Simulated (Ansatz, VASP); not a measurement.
HfO2: VASP beside Ansatz

```
CELL_PARAMETERS angstrom
0.00000 2.49648 2.52169
2.47126 0.00000 2.52169
2.47126 2.49648 0.00000
ATOMIC_POSITIONS crystal
Hf 0.00000 0.00000 0.00000
O 0.25000 0.25000 0.25000
O 0.75000 0.75000 0.75000
```

Change from the starting cell: normal strain along x -0.0200, normal strain along y -0.0100.

Alike in both runs: task single point; functional PBEsol; k mesh 8 × 8 × 8; occupations gaussian, width 0.05 eV; no spin polarisation.

|  | VASP | Ansatz |
| --- | --- | --- |
| version | VASP 6.6.1 | Ansatz 0.2.0 |
| potentials or method | VASP PAW PBE potentials, release 64 (Hf_pv, O), cutoff 520 eV | scalar-relativistic, plane waves, PAW |
| valence electrons in the cell | 22 | 38 |

Ansatz gave:

* gap on the k mesh at the Fermi level (eV): 3.63
* least direct gap on the mesh (eV): 3.64
* pressure (GPa): 8.6
* traceless stress, the component that is largest in VASP (GPa): 4.92

Task: Estimate VASP's values.

Result: gap on the k mesh at the Fermi level (eV): 3.65; least direct gap on the mesh (eV): 3.66; pressure (GPa): 4.6; traceless stress, the component that is largest in VASP (GPa): 5.02.

VASP's potentials were made for PBE, not for PBEsol. One of these differences is far larger than is usual between the two programs; its cause wasn't traced. VASP's potentials hold 22 valence electrons a cell and Ansatz's 38, so a difference there can come from the potentials and not from the codes.

Neither program's run includes spin-orbit coupling.
